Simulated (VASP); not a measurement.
# Hf (I4/mmm) in VASP: notebook

The runs below take Hf through electric field gradients, with LDA.

All numbers are computed with VASP 6.6.1; they aren't measurements. Logs are shortened: lines on timing, memory, paths and dates and some standing lists are left out, and cuts for length are marked.

**1. The cell of the first run**

It takes space group I4/mmm (No. 139, tetragonal). The conventional cell has a = 3.140 Å, b = 3.140 Å, c = 4.484 Å, α = 90.00°, β = 90.00°, γ = 90.00°. Hf (site symmetry 4/mmm) has 12 Hf at 3.14 to 3.16 Å within 4.1 Å.

**2. Electric field gradients, LDA (zz strain of +1 %)**

Contents of INCAR:

```
SYSTEM = Hf
  ALGO = Normal
  EDIFF = 1E-8
  ENCUT = 520
  ISIF = 2
  ISMEAR = -1
  LASPH = .True.
  LCHARG = .False.
  LEFG = .True.
  LREAL = .False.
  LWAVE = .False.
  NBANDS = 11
  NELM = 80
  PREC = Accurate
  SIGMA = 0.03
```

Contents of KPOINTS:

```
k-points
0
Gamma
  13 13 13
  0 0 0
```

Contents of POSCAR:

```
Hf
1.0
    0.0000000000      2.2200000000      2.2422000000
    2.2200000000      0.0000000000      2.2422000000
    2.2200000000      2.2200000000      0.0000000000
Hf
1
Direct
    0.0000000000      0.0000000000      0.0000000000
```

Potentials or basis: VASP PAW LDA potentials, release 64 (Hf_pv).

The run is started by

```sh
cat potpaw_LDA.64/Hf_pv/POTCAR > POTCAR
mpirun -np 1 vasp_std > vasp.out
```

OUTCAR:

```text
SYSTEM = Hf
   EDIFF = 1E-8
   ENCUT = 520
   ISIF = 2
   ISMEAR = -1
   LASPH = .True.
   LREAL = .False.
   NELM = 80
   PREC = Accurate

 ion  position               nearest neighbor table
   1  0.000  0.000  0.000-

  LATTYP: Found a body centered tetragonal cell.
 ALAT       =     3.1395541085
 C/A-ratio  =     1.4283556980

  Lattice vectors:

 A1 = (  -2.2200000000,   0.0000000000,   2.2422000000)
 A2 = (   2.2200000000,   0.0000000000,   2.2422000000)
 A3 = (   0.0000000000,   2.2200000000,  -2.2422000000)

Analysis of symmetry for initial positions (statically):
=====================================================================
 Subroutine PRICEL returns:
 Original cell was already a primitive cell.

 Routine SETGRP: Setting up the symmetry group for a
 body centered tetragonal supercell.

 Subroutine GETGRP returns: Found 16 space group operations
 (whereof 16 operations were pure point group operations)
 out of a pool of 16 trial point group operations.

The static configuration has the point symmetry D_4h.

Analysis of symmetry for dynamics (positions and initial velocities):
=====================================================================
 Subroutine PRICEL returns:
 Original cell was already a primitive cell.

 Routine SETGRP: Setting up the symmetry group for a
 body centered tetragonal supercell.

 Subroutine GETGRP returns: Found 16 space group operations
 (whereof 16 operations were pure point group operations)
 out of a pool of 16 trial point group operations.

The dynamic configuration has the point symmetry D_4h.

 Subroutine INISYM returns: Found 16 space group operations
 (whereof 16 operations are pure point group operations),
 and found     1 'primitive' translations

----------------------------------------------------------------------------------------

                                     Primitive cell

  volume of cell :      22.1009

  direct lattice vectors                    reciprocal lattice vectors
     0.000000000  2.220000000  2.242200000    -0.225225225  0.225225225  0.222995273
     2.220000000  0.000000000  2.242200000     0.225225225 -0.225225225  0.222995273
     2.220000000  2.220000000  0.000000000     0.225225225  0.225225225 -0.222995273

  length of vectors
     3.155290928  3.155290928  3.139554108     0.388818333  0.388818333  0.388818333

  position of ions in fractional coordinates (direct lattice)
     0.000000000  0.000000000  0.000000000

  ion indices of the primitive-cell ions
   primitive index   ion index
                 1           1

----------------------------------------------------------------------------------------

 KPOINTS: k-points

Automatic generation of k-mesh.
 Grid dimensions read from file:
 generate k-points for:   13   13   13

 Generating k-lattice:

  Cartesian coordinates                     Fractional coordinates (reciprocal lattice)
    -0.017325017  0.017325017  0.017153483     0.076923077  0.000000000  0.000000000
     0.017325017 -0.017325017  0.017153483     0.000000000  0.076923077  0.000000000
     0.017325017  0.017325017 -0.017153483    -0.000000000 -0.000000000  0.076923077

  Length of vectors
     0.029909103  0.029909103  0.029909103

  Shift w.r.t. Gamma in fractional coordinates (k-lattice)
     0.000000000  0.000000000  0.000000000

 Subroutine IBZKPT returns following result:
 ===========================================

 Found    196 irreducible k-points:

 Following reciprocal coordinates:
            Coordinates               Weight
  0.000000  0.000000  0.000000      1.000000
  0.076923 -0.000000  0.000000      8.000000
  0.153846  0.000000  0.000000      8.000000
  0.230769  0.000000  0.000000      8.000000
  0.307692  0.000000  0.000000      8.000000
  0.384615  0.000000  0.000000      8.000000
[... 16 lines left out ...]
  0.384615  0.153846  0.000000      8.000000
  0.461538  0.153846  0.000000      8.000000
 [... further k-points ...]
   k-points           NKPTS =    196   k-points in BZ     NKDIM =    196   number of bands    NBANDS=     11
   number of dos      NEDOS =    301   number of ions     NIONS =      1
   total plane-waves  NPLWV =  13824
   dimension x,y,z NGX =    24 NGY =   24 NGZ =   24
   dimension x,y,z NGXF=    48 NGYF=   48 NGZF=   48
   ions per type =               1
   NGX,Y,Z   is equivalent  to a cutoff of  12.65, 12.65, 12.71 a.u.
   NGXF,Y,Z  is equivalent  to a cutoff of  25.29, 25.29, 25.42 a.u.
 SYSTEM =  Hf
   PREC   = accura    normal or accurate (medium, high low for compatibility)
   ISTART =      0    job   : 0-new  1-cont  2-samecut
   ICHARG =      2    charge: 1-file 2-atom 10-const
   ISPIN  =      1    spin polarized calculation?
   LNONCOLLINEAR =      F non collinear calculations
   LSORBIT =      F    spin-orbit coupling
   LASPH  =      T    aspherical Exc in radial PAW
   ENCUT  =  520.0 eV  38.22 Ry    6.18 a.u.   5.87  5.87  5.84*2*pi/ulx,y,z
   NELM   =     80;   NELMIN=  2; NELMDL= -5     # of ELM steps
   EDIFF  = 0.1E-07   stopping-criterion for ELM
   LREAL  =      F    real-space projection
   EDIFFG = 0.1E-06   stopping-criterion for IOM
   NSW    =      0    number of steps for IOM
   IBRION =     -1    ionic relax: 0-MD 1-quasi-New 2-CG
   NFREE  =      0    steps in history (QN), initial steepest desc. (CG)
   ISIF   =      2    stress and relaxation
   ISYM   =      2    0-nonsym 1-usesym 2-fastsym
   POTIM  = 0.5000    time-step for ionic-motion
   TEBEG  =    0.0;   TEEND  =   0.0 temperature during run
   PSTRESS=    0.0 pullay stress
   NELECT =      10.0000    total number of electrons
   NUPDOWN=      -1.0000    fix difference up-down
   EMIN   =  10.00;   EMAX   =-10.00  energy-range for DOS
   EFERMI =   0.00;   METHOD = LEGACY
   ISMEAR =    -1;   SIGMA  =   0.03  broadening in eV -4-tet -1-fermi 0-gaus
   EFERMI_NEDOS =   21; number of points for ismear=-14 and -15
   IALGO  =     38    algorithm
   IMIX   =      4    mixing-type and parameters
     AMIX     =   0.40;   BMIX     =  1.00
     AMIX_MAG =   1.60;   BMIX_MAG =  1.00
  volume/ion in A,a.u.               =      22.10       149.14
  Fermi-wavevector in a.u.,A,eV,Ry     =   1.256815  2.375036 21.491549  1.579584
  Thomas-Fermi vector in A             =   2.390505
   LORBIT       =      0    0 simple, 1 ext, 2 COOP (PROOUT), +10 PAW based schemes
   GGA     = CA    functional components
   LHFCALC =     F    Hartree Fock is set to
   AEXX    =    0.0000 exact exchange contribution
   IVDW    =     0    specifies the selected vdW correction
   LEPSILON=     F    determine dielectric tensor
   LRPA    =     F    only Hartree local field effects (RPA)
 non-spin polarized calculation
  energy-cutoff  :      520.00
  volume of cell :       22.10
 maximum number of plane-waves:       609
   NGX = 11   NGY = 11   NGZ = 11

 number of electron      10.0000000 magnetization

 number of electron       9.9999999 magnetization

 Free energy of the ion-electron system (eV)
  ---------------------------------------------------
  ext. energy  EPLUGINS =         0.00000000
  ---------------------------------------------------
  free energy    TOTEN  =       -10.60374028 eV

  energy without entropy =      -10.59896547  energy(sigma->0) =      -10.60135287

 E-fermi :   4.6913     XC(G=0): -11.5282

 val. band max:        4.6873850649   @ k =  -0.3846   0.3077   0.2308
 cond. band min:       4.6997709061   @ k =   0.3077   0.0000   0.0000
 fundamental gap:      0.0123858412
 Fermi energy:         4.6913217933

 k-point     1 :       0.0000    0.0000    0.0000
  band No.  band energies     occupation
      1     -25.1214      2.00000
      2     -25.1214      2.00000
      3     -25.1212      2.00000
      4      -2.4870      2.00000
      5       5.9529      0.00000
      6       6.0705      0.00000
      7       6.0705      0.00000
      8       8.7358      0.00000
      9       8.9059      0.00000
     10      16.1663      0.00000
     11      16.8472      0.00000

 k-point     2 :       0.0769   -0.0000    0.0000
  band No.  band energies     occupation
      1     -25.1743      2.00000
      2     -25.1283      2.00000
      3     -25.1278      2.00000
      4      -2.2764      2.00000
      5       5.8174      0.00000
      6       6.1002      0.00000
      7       6.1709      0.00000
      8       8.6346      0.00000
      9       8.7943      0.00000
     10      16.6265      0.00000
     11      16.8468      0.00000
[... 295 lines left out ...]
 k-point    24 :       0.4615    0.1538    0.0000
  band No.  band energies     occupation
      1     -25.8740      2.00000
      2     -25.3373      2.00000
      3     -25.2750      2.00000
      4       1.5363      2.00000
      5       4.2801      2.00000
      6       5.2804      0.00000
      7       6.6742      0.00000
      8      10.7366      0.00000
      9      11.0534      0.00000
     10      14.3131      0.00000
     11      16.8550      0.00000

 [... further k-points ...]
[... 5 lines left out ...]
  --------------------------------------------------------------------------------------
  -------------------------------------------------------------------------------------
  Total       -0.8766067     -0.8766067     -0.9235898      0.0000000      0.0000000      0.0000000
  in kB      -63.5484684    -63.5484684    -66.9544435      0.0000000      0.0000000      0.0000000
  external PRESSURE =     -64.6837934 kB  Pullay stress =       0.0000000 kB

 VOLUME and BASIS-vectors are now :
 -----------------------------------------------------------------------------
  energy-cutoff  :      520.00
  volume of cell :       22.10
      direct lattice vectors                 reciprocal lattice vectors
     0.000000000  2.220000000  2.242200000    -0.225225225  0.225225225  0.222995273
     2.220000000  0.000000000  2.242200000     0.225225225 -0.225225225  0.222995273
     2.220000000  2.220000000  0.000000000     0.225225225  0.225225225 -0.222995273

 POSITION                                       TOTAL-FORCE (eV/Angst)
 -----------------------------------------------------------------------------------
      0.00000      0.00000      0.00000        -0.000000      0.000000      0.000000
 -----------------------------------------------------------------------------------
    total drift:                               -0.000000      0.000000      0.000000

  FREE ENERGIE OF THE ION-ELECTRON SYSTEM (eV)
  ---------------------------------------------------
  free  energy   TOTEN  =       -10.6037402819 eV

  energy  without entropy=      -10.5989654651  energy(sigma->0) =      -10.60135287

 Electric field gradients (V/A^2)
---------------------------------------------------------------------
 ion       V_xx      V_yy      V_zz      V_xy      V_xz      V_yz
---------------------------------------------------------------------
   1       4.568     4.568    -9.136    -0.000    -0.000    -0.000
---------------------------------------------------------------------

 Electric field gradients after diagonalization (V/A^2)
 (convention: |V_zz| > |V_xx| > |V_yy|)
----------------------------------------------------------------------
 ion       V_xx      V_yy      V_zz     asymmetry (V_yy - V_xx)/ V_zz
----------------------------------------------------------------------
   1       4.568     4.568    -9.136       0.000
----------------------------------------------------------------------

           NMR quadrupolar parameters

 Cq : quadrupolar parameter    Cq=e*Q*V_zz/h
 eta: asymmetry parameters     (V_yy - V_xx)/ V_zz
 Q  : nuclear electric quadrupole moment in mb (millibarn)
----------------------------------------------------------------------
 ion       Cq(MHz)       eta       Q (mb)
----------------------------------------------------------------------
   1      -0.022       0.000       1.000
----------------------------------------------------------------------
```

Wall time 21 s (1 thread of Intel Xeon Platinum 8259CL at 2.50GHz (Skylake/Cascade Lake), shared host); peak memory 0.17 GiB.

Results:

- Free energy: -10.6037 eV
- Pressure: -6.5 GPa
- Band gap on the k mesh: zero (band 5 reaches 5.95 eV, above the bottom of band 6 at 4.11 eV)

Stress tensor (GPa, compression positive):
```
-6.35  0.00  0.00
 0.00 -6.35  0.00
 0.00  0.00 -6.70
```

Levels at points of the mesh, in eV from the Fermi level:
```
           k point  band 1  band 2  band 3  band 4  band 5  band 6  band 7  band 8  band 9  band 10
(0.00, 0.00, 0.00)  -29.81  -29.81  -29.81   -7.18    1.26    1.38    1.38    4.04    4.21    11.47
```

Electric field gradients, principal values (V/Å²):
| atom | least | middle | greatest (by size) |
| --- | --- | --- | --- |
| 1 Hf | 4.568 | 4.568 | -9.136 |

Caveat: the cell differs from its parent crystal (zz strain of +1 %); without QUAD_EFG the Cq values of the log hold for a quadrupole moment of 1 mb, not for the nuclei; spin-orbit coupling is left out, which moves the levels of the heavy elements.

(Part 1 of 3 ends here.)
